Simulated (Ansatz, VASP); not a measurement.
**Si: VASP beside Ansatz**

```
Si
1.0
    -2.23208    2.34860    1.26429
     2.23208   -2.34860    1.26429
     2.23208    2.34860   -1.26429
Si
2
Direct
  0.80700 0.55700 0.25000
  0.19300 0.44300 0.75000
```

Change from the starting cell: volume scaled by 0.975.

Alike in both runs: task single point; functional LDA; k mesh 16 × 16 × 16; occupations fermi-dirac, width 0.05 eV; no spin polarisation.

|  | VASP | Ansatz |
| --- | --- | --- |
| version | VASP 6.6.1 | Ansatz 0.2.0 |
| potentials or method | VASP PAW LDA potentials, release 64 (Si), cutoff 520 eV | all-electron LAPW, scalar-relativistic |

VASP gave:

| Quantity | Value |
| --- | --- |
| pressure (GPa) | 15.3 |
| traceless stress, the component that is largest in VASP (GPa) | 1.94 |
| rms of the force components (eV/Å) | 0.005 |

Task: Estimate Ansatz's values.

Result: Pressure (GPa): 15.1; traceless stress, the component that is largest in VASP (GPa): 1.89; rms of the force components (eV/Å): 0.005.

LDA's correlation is that of Perdew and Zunger in VASP and of Perdew and Wang (1992) in Ansatz. Atom by atom the forces differ by 0.000 eV/Å (rms over components). Ansatz ran all-electron here, and VASP with PAW potentials.
